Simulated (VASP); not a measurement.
# Ga in VASP: further runs

The runs below take Ga through single point, with PBEsol, PBE.

Everything below comes from runs of VASP 6.6.1. Logs are shortened: lines on timing, memory, paths and dates and some standing lists are left out, and cuts for length are marked.

### Step 1. The cell of the first run

The typed cell holds 4 atoms: a = 4.448 Å, b = 4.448 Å, c = 4.524 Å, α = 90.00°, β = 90.00°, γ = 118.89°.

### Step 2. Single point, PBEsol

INCAR reads:

```
  ALGO = Fast
  EDIFF = 1E-6
  ENCUT = 520
  GGA = PS
  ISIF = 2
  ISMEAR = -1
  LASPH = True
  LCHARG = False
  LREAL = False
  LWAVE = False
  NBANDS = 34
  NELM = 80
  PREC = Accurate
  SIGMA = 0.05
```

KPOINTS reads:

```
k-points
0
Gamma
  6 6 5
```

POSCAR reads:

```
Ga
1.0
    2.2615000000     -3.8305000000      0.0000000000
    2.2615000000      3.8305000000      0.0000000000
    0.0000000000      0.0000000000      4.5240000000
Ga
4
Direct
    0.3575740000      0.6498150000      0.4138550000
    0.1433230000      0.8385800000      0.9163590000
    0.6559530000      0.3461020000      0.5984340000
    0.8513050000      0.1627760000      0.0864020000
```

Potentials or basis: VASP PAW PBE potentials, release 64 (Ga_d).

Run with:

```sh
> cat potpaw_PBE.64/Ga_d/POTCAR > POTCAR
> mpirun -np 1 vasp_std > vasp.out
```

OUTCAR:

```text
EDIFF = 1E-6
   ENCUT = 520
   GGA = PS
   ISIF = 2
   ISMEAR = -1
   LASPH = True
   LREAL = False
   NELM = 80
   PREC = Accurate

 ion  position               nearest neighbor table
   1  0.358  0.650  0.414-   3 2.45   4 2.69   4 2.72   2 2.73   2 2.75   3 2.84   3 2.86
   2  0.143  0.839  0.916-   4 2.48   3 2.64   3 2.72   1 2.73   4 2.75   1 2.75   4 2.86
   3  0.656  0.346  0.598-   1 2.45   4 2.64   2 2.64   2 2.72   4 2.73   1 2.84   1 2.86
   4  0.851  0.163  0.086-   2 2.48   3 2.64   1 2.69   1 2.72   3 2.73   2 2.75   2 2.86

  LATTYP: Found a base centered orthorhombic cell.
 ALAT       =     4.5230000000
 B/A-ratio  =     1.6937873093
 C/A-ratio  =     1.0002210922

  Lattice vectors:

 A1 = (   2.2615000000,  -3.8305000000,   0.0000000000)
 A2 = (   2.2615000000,   3.8305000000,   0.0000000000)
 A3 = (   0.0000000000,   0.0000000000,   4.5240000000)

Analysis of symmetry for initial positions (statically):
=====================================================================
 Subroutine PRICEL returns:
 Original cell was already a primitive cell.

 Routine SETGRP: Setting up the symmetry group for a
 base centered orthorhombic supercell.

 Subroutine GETGRP returns: Found  1 space group operations
 (whereof  1 operations were pure point group operations)
 out of a pool of  8 trial point group operations.

The static configuration has the point symmetry C_1 .

Analysis of symmetry for dynamics (positions and initial velocities):
=====================================================================
 Subroutine PRICEL returns:
 Original cell was already a primitive cell.

 Routine SETGRP: Setting up the symmetry group for a
 base centered orthorhombic supercell.

 Subroutine GETGRP returns: Found  1 space group operations
 (whereof  1 operations were pure point group operations)
 out of a pool of  8 trial point group operations.

The dynamic configuration has the point symmetry C_1 .

 Subroutine INISYM returns: Found  1 space group operations
 (whereof  1 operations are pure point group operations),
 and found     1 'primitive' translations

----------------------------------------------------------------------------------------

                                     Primitive cell

  volume of cell :      78.3799

  direct lattice vectors                    reciprocal lattice vectors
     2.261500000 -3.830500000  0.000000000     0.221092195 -0.130531262  0.000000000
     2.261500000  3.830500000  0.000000000     0.221092195  0.130531262  0.000000000
     0.000000000  0.000000000  4.524000000     0.000000000  0.000000000  0.221043324

  length of vectors
     4.448270731  4.448270731  4.524000000     0.256749234  0.256749234  0.221043324

  position of ions in fractional coordinates (direct lattice)
     0.357574000  0.649815000  0.413855000
     0.143323000  0.838580000  0.916359000
     0.655953000  0.346102000  0.598434000
     0.851305000  0.162776000  0.086402000

  ion indices of the primitive-cell ions
   primitive index   ion index
                 1           1
                 2           2
                 3           3
                 4           4

----------------------------------------------------------------------------------------

 KPOINTS: k-points

Automatic generation of k-mesh.
 Grid dimensions read from file:
 generate k-points for:    6    6    5

 Generating k-lattice:

  Cartesian coordinates                     Fractional coordinates (reciprocal lattice)
     0.036848699 -0.021755210  0.000000000     0.166666667  0.000000000  0.000000000
     0.036848699  0.021755210  0.000000000     0.000000000  0.166666667  0.000000000
     0.000000000  0.000000000  0.044208665     0.000000000  0.000000000  0.200000000

  Length of vectors
     0.042791539  0.042791539  0.044208665

  Shift w.r.t. Gamma in fractional coordinates (k-lattice)
     0.000000000  0.000000000  0.000000000

 Subroutine IBZKPT returns following result:
 ===========================================

 Found     92 irreducible k-points:

 Following reciprocal coordinates:
            Coordinates               Weight
  0.000000  0.000000  0.000000      1.000000
  0.166667  0.000000  0.000000      2.000000
  0.000000  0.166667  0.000000      2.000000
  0.333333 -0.000000  0.000000      2.000000
 -0.000000  0.333333  0.000000      2.000000
  0.500000 -0.000000  0.000000      1.000000
[... 16 lines left out ...]
 -0.166667  0.000000  0.200000      2.000000
  0.000000  0.166667 -0.200000      2.000000
 [... further k-points ...]
   k-points           NKPTS =     92   k-points in BZ     NKDIM =     92   number of bands    NBANDS=     34
   number of dos      NEDOS =    301   number of ions     NIONS =      4
   total plane-waves  NPLWV =  46656
   dimension x,y,z NGX =    36 NGY =   36 NGZ =   36
   dimension x,y,z NGXF=    72 NGYF=   72 NGZF=   72
   ions per type =               4
   NGX,Y,Z   is equivalent  to a cutoff of  13.45, 13.45, 13.23 a.u.
   NGXF,Y,Z  is equivalent  to a cutoff of  26.91, 26.91, 26.46 a.u.
 SYSTEM =  unknown system
   PREC   = accura    normal or accurate (medium, high low for compatibility)
   ISTART =      0    job   : 0-new  1-cont  2-samecut
   ICHARG =      2    charge: 1-file 2-atom 10-const
   ISPIN  =      1    spin polarized calculation?
   LNONCOLLINEAR =      F non collinear calculations
   LSORBIT =      F    spin-orbit coupling
   LASPH  =      T    aspherical Exc in radial PAW
   ENCUT  =  520.0 eV  38.22 Ry    6.18 a.u.   8.27  8.27  8.41*2*pi/ulx,y,z
   NELM   =     80;   NELMIN=  2; NELMDL= -5     # of ELM steps
   EDIFF  = 0.1E-05   stopping-criterion for ELM
   LREAL  =      F    real-space projection
   EDIFFG = 0.1E-04   stopping-criterion for IOM
   NSW    =      0    number of steps for IOM
   IBRION =     -1    ionic relax: 0-MD 1-quasi-New 2-CG
   NFREE  =      0    steps in history (QN), initial steepest desc. (CG)
   ISIF   =      2    stress and relaxation
   ISYM   =      2    0-nonsym 1-usesym 2-fastsym
   POTIM  = 0.5000    time-step for ionic-motion
   TEBEG  =    0.0;   TEEND  =   0.0 temperature during run
   PSTRESS=    0.0 pullay stress
   NELECT =      52.0000    total number of electrons
   NUPDOWN=      -1.0000    fix difference up-down
   EMIN   =  10.00;   EMAX   =-10.00  energy-range for DOS
   EFERMI =   0.00;   METHOD = LEGACY
   ISMEAR =    -1;   SIGMA  =   0.05  broadening in eV -4-tet -1-fermi 0-gaus
   EFERMI_NEDOS =   21; number of points for ismear=-14 and -15
   IALGO  =     68    algorithm
   IMIX   =      4    mixing-type and parameters
     AMIX     =   0.40;   BMIX     =  1.00
     AMIX_MAG =   1.60;   BMIX_MAG =  1.00
  volume/ion in A,a.u.               =      19.59       132.23
  Fermi-wavevector in a.u.,A,eV,Ry     =   1.427823  2.698194 27.737908  2.038679
  Thomas-Fermi vector in A             =   2.547951
   LORBIT       =      0    0 simple, 1 ext, 2 COOP (PROOUT), +10 PAW based schemes
   GGA     = PS    functional components
   LHFCALC =     F    Hartree Fock is set to
   AEXX    =    0.0000 exact exchange contribution
   IVDW    =     0    specifies the selected vdW correction
   LEPSILON=     F    determine dielectric tensor
   LRPA    =     F    only Hartree local field effects (RPA)
 non-spin polarized calculation
 RMM-DIIS sequential band-by-band and
  energy-cutoff  :      520.00
  volume of cell :       78.38
 maximum number of plane-waves:      2131
 NGX is ok and might be reduce to    36
   NGX = 17   NGY = 17   NGZ = 17

 number of electron      52.0000009 magnetization

 Free energy of the ion-electron system (eV)
  ---------------------------------------------------
  ext. energy  EPLUGINS =         0.00000000
  ---------------------------------------------------
  free energy    TOTEN  =       -13.37312032 eV

  energy without entropy =      -13.36357384  energy(sigma->0) =      -13.36834708

 E-fermi :   4.8048     XC(G=0): -10.8046

 val. band max:        4.7879924860   @ k =   0.0000   0.1667  -0.2000
 cond. band min:       4.8315304919   @ k =  -0.3333   0.3333   0.4000
 fundamental gap:      0.0435380059
 Fermi energy:         4.8048416636

 k-point     1 :       0.0000    0.0000    0.0000
  band No.  band energies     occupation
      1     -10.2261      2.00000
      2     -10.2116      2.00000
      3     -10.2061      2.00000
      4     -10.1826      2.00000
      5     -10.1449      2.00000
      6     -10.1075      2.00000
[... 26 lines left out ...]
     33      11.5706      0.00000
     34      12.9191      0.00000

 k-point     2 :       0.1667    0.0000    0.0000
  band No.  band energies     occupation
      1     -10.2243      2.00000
      2     -10.2174      2.00000
      3     -10.2026      2.00000
      4     -10.1892      2.00000
      5     -10.1208      2.00000
      6     -10.1062      2.00000
[... 26 lines left out ...]
     33      11.1976      0.00000
     34      12.3050      0.00000

 k-point     3 :       0.0000    0.1667    0.0000
  band No.  band energies     occupation
      1     -10.2269      2.00000
      2     -10.2160      2.00000
      3     -10.2040      2.00000
      4     -10.1889      2.00000
      5     -10.1270      2.00000
      6     -10.1089      2.00000
[... 26 lines left out ...]
     33      11.1565      0.00000
     34      12.3229      0.00000

 k-point     4 :       0.3333   -0.0000    0.0000
  band No.  band energies     occupation
      1     -10.2324      2.00000
      2     -10.2186      2.00000
      3     -10.1997      2.00000
      4     -10.1725      2.00000
      5     -10.1230      2.00000
      6     -10.1131      2.00000
[... 26 lines left out ...]
     33      10.6681      0.00000
     34      12.0949      0.00000

 k-point     5 :      -0.0000    0.3333    0.0000
  band No.  band energies     occupation
      1     -10.2323      2.00000
      2     -10.2237      2.00000
      3     -10.2053      2.00000
      4     -10.1715      2.00000
      5     -10.1392      2.00000
      6     -10.1210      2.00000
[... 621 lines left out ...]
 k-point    22 :       0.1667    0.0000    0.2000
  band No.  band energies     occupation
      1     -10.2360      2.00000
      2     -10.2079      2.00000
      3     -10.2015      2.00000
      4     -10.1694      2.00000
      5     -10.1248      2.00000
      6     -10.1074      2.00000
[... 26 lines left out ...]
     33      10.6184      0.00000
     34      12.1414      0.00000

 k-point    23 :      -0.1667    0.0000    0.2000
  band No.  band energies     occupation
      1     -10.2416      2.00000
      2     -10.2156      2.00000
      3     -10.1977      2.00000
      4     -10.1680      2.00000
      5     -10.1204      2.00000
      6     -10.1039      2.00000
[... 26 lines left out ...]
     33      10.6396      0.00000
     34      12.2069      0.00000

 k-point    24 :       0.0000    0.1667   -0.2000
  band No.  band energies     occupation
      1     -10.2422      2.00000
      2     -10.2156      2.00000
      3     -10.2033      2.00000
      4     -10.1602      2.00000
      5     -10.1275      2.00000
      6     -10.1035      2.00000
[... 26 lines left out ...]
     33      10.6404      0.00000
     34      12.2038      0.00000

 [... further k-points ...]
[... 5 lines left out ...]
  --------------------------------------------------------------------------------------
  -------------------------------------------------------------------------------------
  Total       -0.8905958     -0.4642890     -0.6726769      0.0235812     -0.2961792      0.1246877
  in kB      -18.2048276     -9.4906151    -13.7503094      0.4820280     -6.0542519      2.5487635
  external PRESSURE =     -13.8152507 kB  Pullay stress =       0.0000000 kB

 VOLUME and BASIS-vectors are now :
 -----------------------------------------------------------------------------
  energy-cutoff  :      520.00
  volume of cell :       78.38
      direct lattice vectors                 reciprocal lattice vectors
     2.261500000 -3.830500000  0.000000000     0.221092195 -0.130531262  0.000000000
     2.261500000  3.830500000  0.000000000     0.221092195  0.130531262  0.000000000
     0.000000000  0.000000000  4.524000000     0.000000000  0.000000000  0.221043324

 POSITION                                       TOTAL-FORCE (eV/Angst)
 -----------------------------------------------------------------------------------
      2.27821      1.11943      1.87228         0.088661      0.437125     -0.016364
      2.22057      2.66318      4.14561         0.183300     -0.230720      0.026198
      2.26615     -1.18688      2.70732        -0.159475     -0.325210     -0.171243
      2.29334     -2.63741      0.39088        -0.112485      0.118806      0.161409
 -----------------------------------------------------------------------------------
    total drift:                               -0.000094      0.000229      0.000064

  FREE ENERGIE OF THE ION-ELECTRON SYSTEM (eV)
  ---------------------------------------------------
  free  energy   TOTEN  =       -13.3731203174 eV

  energy  without entropy=      -13.3635738355  energy(sigma->0) =      -13.36834708
```

Wall time 1.7 min (1 thread of Intel Xeon 6975P-C (Granite Rapids), shared host); peak memory 0.31 GiB.

Results:

| Property | Result |
| --- | --- |
| Free energy | -13.3731 eV |
| Pressure | -1.4 GPa |
| Largest force | 0.446 eV/Å |
| Band gap on the k mesh | zero (bands 26 and 27 overlap by 0.62 eV) |

Forces on the atoms (eV/Å):
```
Ga   0.089  0.437 -0.016
Ga   0.183 -0.231  0.026
Ga  -0.159 -0.325 -0.171
Ga  -0.112  0.119  0.161
```

Stress tensor (GPa, compression positive):
```
-1.82  0.05  0.25
 0.05 -0.95 -0.61
 0.25 -0.61 -1.38
```

Caveat: the PAW data sets were made with another functional, which shifts forces and pressure a little.

### Step 3. Single point, PBEsol

INCAR reads:

```
SYSTEM = Ga
ALGO = Fast
EDIFF = 1E-6
ENCUT = 520
GGA = PS
ISIF = 2
ISMEAR = -1
LASPH = .True.
LCHARG = .False.
LREAL = .False.
LWAVE = .False.
NBANDS = 34
NELM = 60
PREC = Accurate
SIGMA = 0.05
```

KPOINTS reads:

```
k-points
0
Gamma
  8 8 7
  0 0 0
```

POSCAR is that of step 2.

Potentials or basis: VASP PAW PBE potentials, release 64 (Ga_d).

Run with:

```sh
> cat potpaw_PBE.64/Ga_d/POTCAR > POTCAR
> mpirun -np 1 vasp_std > vasp.out
```

OUTCAR:

```text
SYSTEM = Ga
   EDIFF = 1E-6
   ENCUT = 520
   GGA = PS
   ISIF = 2
   ISMEAR = -1
   LASPH = .True.
   LREAL = .False.
   NELM = 60
   PREC = Accurate

 ion  position               nearest neighbor table
   1  0.358  0.650  0.414-   3 2.45   4 2.69   4 2.72   2 2.73   2 2.75   3 2.84   3 2.86
   2  0.143  0.839  0.916-   4 2.48   3 2.64   3 2.72   1 2.73   4 2.75   1 2.75   4 2.86
   3  0.656  0.346  0.598-   1 2.45   4 2.64   2 2.64   2 2.72   4 2.73   1 2.84   1 2.86
   4  0.851  0.163  0.086-   2 2.48   3 2.64   1 2.69   1 2.72   3 2.73   2 2.75   2 2.86

  LATTYP: Found a base centered orthorhombic cell.
 ALAT       =     4.5230000000
[... 1090 lines left out ...]
  -------------------------------------------------------------------------------------
  Total       -0.8082852     -0.4147794     -0.9168592     -0.0327070     -0.2829228      0.0944212
  in kB      -16.5223025     -8.4785790    -18.7416831     -0.6685690     -5.7832745      1.9300797
  external PRESSURE =     -14.5808549 kB  Pullay stress =       0.0000000 kB

 VOLUME and BASIS-vectors are now :
 -----------------------------------------------------------------------------
  energy-cutoff  :      520.00
  volume of cell :       78.38
      direct lattice vectors                 reciprocal lattice vectors
     2.261500000 -3.830500000  0.000000000     0.221092195 -0.130531262  0.000000000
     2.261500000  3.830500000  0.000000000     0.221092195  0.130531262  0.000000000
     0.000000000  0.000000000  4.524000000     0.000000000  0.000000000  0.221043324

 POSITION                                       TOTAL-FORCE (eV/Angst)
 -----------------------------------------------------------------------------------
      2.27821      1.11943      1.87228         0.093648      0.424809     -0.025060
      2.22057      2.66318      4.14561         0.179884     -0.217509      0.007418
      2.26615     -1.18688      2.70732        -0.164145     -0.320371     -0.150459
      2.29334     -2.63741      0.39088        -0.109387      0.113071      0.168101
 -----------------------------------------------------------------------------------
    total drift:                               -0.000054      0.000172      0.000117

  FREE ENERGIE OF THE ION-ELECTRON SYSTEM (eV)
  ---------------------------------------------------
  free  energy   TOTEN  =       -13.3671575343 eV

  energy  without entropy=      -13.3604183916  energy(sigma->0) =      -13.36378796
```

OSZICAR:

```text
N       E                     dE             d eps       ncg     rms          rms(c)
DAV:   1     0.358872224319E+03    0.35887E+03   -0.25401E+04 15704   0.289E+03
DAV:   2     0.311738495466E+02   -0.32770E+03   -0.31942E+03 15768   0.536E+02
DAV:   3    -0.121529222118E+02   -0.43327E+02   -0.42825E+02 17300   0.152E+02
DAV:   4    -0.135340230594E+02   -0.13811E+01   -0.13737E+01 18086   0.304E+01
DAV:   5    -0.135621259470E+02   -0.28103E-01   -0.28094E-01 19364   0.450E+00    0.269E+00
RMM:   6    -0.134032023825E+02    0.15892E+00   -0.31917E-01 18827   0.571E+00    0.139E+00
RMM:   7    -0.133699958060E+02    0.33207E-01   -0.79797E-02 20540   0.255E+00    0.369E-01
RMM:   8    -0.133668057790E+02    0.31900E-02   -0.12772E-02 20486   0.930E-01    0.360E-02
RMM:   9    -0.133671074047E+02   -0.30163E-03   -0.33500E-03 25483   0.469E-01    0.259E-02
RMM:  10    -0.133671399465E+02   -0.32542E-04   -0.43634E-04 21793   0.182E-01    0.105E-02
RMM:  11    -0.133671550679E+02   -0.15121E-04   -0.15631E-04 24659   0.965E-02    0.562E-03
RMM:  12    -0.133671560560E+02   -0.98814E-06   -0.33592E-05 21124   0.522E-02    0.183E-03
RMM:  13    -0.133671575003E+02   -0.14443E-05   -0.14702E-05 19478   0.260E-02    0.854E-04
RMM:  14    -0.133671575343E+02   -0.34004E-07   -0.15013E-06 10912   0.115E-02
   1 F= -.13367158E+02 E0= -.13363788E+02  d E =-.673914E-02
```

stdout:

```text
POSCAR found type information on POSCAR Ga
 POSCAR found :  1 types and       4 ions
 scaLAPACK will be used
 -----------------------------------------------------------------------------
|                                                                             |
|                                                                             |
|     You enforced a specific xc type in the INCAR file but a different       |
|     I HOPE YOU KNOW WHAT YOU ARE DOING!                                     |
|                                                                             |
 -----------------------------------------------------------------------------

 LDA part: xc-table for (Slater+PW92), standard interpolation
 POSCAR, INCAR and KPOINTS ok, starting setup
 FFT: planning ... GRIDC
 FFT: planning ... GRID_SOFT
 FFT: planning ... GRID
 WAVECAR not read
 entering main loop
WARNING in EDDRMM: call to ZHEGV failed, returncode =   8  4     30
```

Run time: 4.1 min. Hardware: 1 thread of Intel Xeon 6975P-C (Granite Rapids), shared host; peak memory 0.51 GiB.

Results:

| Item | Value |
| --- | --- |
| Free energy | -13.3672 eV |
| Pressure | -1.5 GPa |
| Largest force | 0.436 eV/Å |
| Band gap on the k mesh | zero (bands 26 and 27 overlap by 0.95 eV) |

Forces on the atoms (eV/Å):
```
Ga   0.094  0.425 -0.025
Ga   0.180 -0.218  0.007
Ga  -0.164 -0.320 -0.150
Ga  -0.109  0.113  0.168
```

Stress tensor (GPa, compression positive):
```
-1.65 -0.07  0.19
-0.07 -0.85 -0.58
 0.19 -0.58 -1.87
```

Caveat: the PAW data sets were made with another functional, which shifts forces and pressure a little.

(Part 1 of 2 ends here.)
